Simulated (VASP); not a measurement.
Sn: single point with PBEsol

Crystal: Sn.

```
Sn
1.0
    -1.79750    1.79750    1.87240
     1.79750   -1.79750    1.87240
     1.79750    1.79750   -1.87240
Sn
1
Direct
  0.00000 0.00000 0.00000
```

This cell differs from its parent crystal: strain -0.0400 x Voigt [1, 1, 0, 0, 0, 0].

```yaml
Program: VASP 6.6.1
Task: single point
Functional: PBEsol
Potentials_or_basis: VASP PAW PBE potentials, release 64 (Sn_d)
Cutoff: 520 eV
k_mesh: 22 × 22 × 22
Occupations: gaussian, width 0.15 eV
Spin: no spin polarisation
Dipole_correction: no
Further_INCAR_settings: ALGO = Fast; EDIFF = 1e-06; NBANDS = 13
```

* Pressure: 5.1 GPa
* Band gap on the k mesh: zero (bands 7 and 8 overlap by 11.70 eV)

Stress tensor (GPa, compression positive):
```
5.20 0.00 0.00
0.00 5.20 0.00
0.00 0.00 4.98
```

Levels at points of the mesh, in eV from the Fermi level:
```
           k point  band 3  band 4  band 5  band 6  band 7  band 8  band 9  band 10  band 11  band 12
(0.00, 0.00, 0.00)  -21.51  -21.34  -21.31  -11.98    8.92    9.16    9.16    12.01    12.62    12.62
(0.50, 0.00, 0.00)  -21.35  -21.32  -21.21   -6.64   -5.08    4.23    6.10     8.92     8.95    15.17
(0.50, 0.50, 0.00)  -21.32  -21.32  -21.20   -6.33   -4.95    3.66    5.34     8.25     8.25    16.92
(0.50, 0.50, 0.50)  -21.24  -21.23  -21.23   -1.83   -1.15   -0.32   -0.32     3.70     4.05    18.89
```

It took 3.1 min on 1 thread of Intel(R) Xeon(R) Platinum 8259CL CPU @ 2.50GHz (Skylake/Cascade Lake) (shared host), peak memory 0.33 GiB.

Caveat: the cell differs from its parent crystal (strain -0.0400 x Voigt [1, 1, 0, 0, 0, 0]); the cell stands under pressure; the PAW data sets were made with another functional, which shifts forces and pressure a little; spin-orbit coupling is left out, which moves the levels of the heavy elements.
